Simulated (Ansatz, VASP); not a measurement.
## One calculation of EuO, two programs

The input INCAR:

```
PREC = Accurate
ENCUT = 600
EDIFF = 1E-6
ISMEAR = 0
SIGMA = 0.05
LREAL = False
LASPH = True
NELM = 200
ALGO = Normal
ISIF = 2
LWAVE = False
LCHARG = False
ISPIN = 2
MAGMOM = 7 0
LORBIT = 11
LMAXMIX = 6
LDAU = True
LDAUTYPE = 2
LDAUL = 3 -1
LDAUU = 6 0
LDAUJ = 0 0
LDAUPRINT = 1
GGA = PE
NBANDS = 22
GGA_COMPAT = False
```

The input KPOINTS:

```
Automatic mesh
0
Gamma
  6 6 6
```

POSCAR

```
EuO
1.0
    0.0000000000      2.5719519700      2.5719519700
    2.5719519700      0.0000000000      2.5719519700
    2.5719519700      2.5719519700      0.0000000000
Eu O
1 1
Direct
    0.5000000000      0.5000000000      0.5000000000
    0.0000000000      0.0000000000      0.0000000000
```

Input for Ansatz:

```yaml
crystal:
  lattice:
    - [0.0, 2.57195197, 2.57195197]
    - [2.57195197, 0.0, 2.57195197]
    - [2.57195197, 2.57195197, 0.0]
  atoms:
    - { symbol: Eu, position: [0.5, 0.5, 0.5], spin: 7.0 }
    - { symbol: O, position: [0.0, 0.0, 0.0] }
basis:
  ecutwfc: 420
  ecutrho_ratio: 4
kpoints:
  mp_grid: { grid: [6, 6, 6] }
hamiltonian:
  xc: pbe
  hubbard: { sites: [{ site: 0, l: f, u_eff: 6.0 }] }
scf:
  occupations: { method: gaussian, width: 0.05 }
output:
  forces: true
  stress: true
  eigenvalues: true
  populations: true
  hubbard: { sites: [{ site: 0, l: f }] }
  write_density: true
  write_potential: true
  elf: true
  volumetric_format: npy
magnetization:
  spin_polarized: true
```

Alike in both runs: task single point; functional PBE; k mesh 6 × 6 × 6; occupations gaussian, width 0.05 eV; collinear spin; Hubbard terms Eu f U = 6.0 eV.

|  | VASP | Ansatz |
| --- | --- | --- |
| version | VASP 6.6.1 | Ansatz 0.2.0 |
| potentials or method | VASP PAW PBE potentials, release 64 (Eu, O), cutoff 600 eV | scalar-relativistic, plane waves, PAW |
| valence electrons in the cell | 23 | 23 |

Ansatz gave:

```
pressure (GPa)                                                : 1.8
net moment per atom (μB)                                      : 3.50
size of the moment on the site where the two differ most (μB) : 6.75
```

Task: Estimate VASP's values.

Result: Pressure (GPa): 1.2; net moment per atom (μB): 3.50; size of the moment on the site where the two differ most (μB): 6.72.

Site moments also hang on the region over which each program counts them. The programs project onto different local orbitals, so the same U acts differently, and such runs can settle in different states. Ansatz's warnings: stability check not made.

Neither program's run includes spin-orbit coupling.
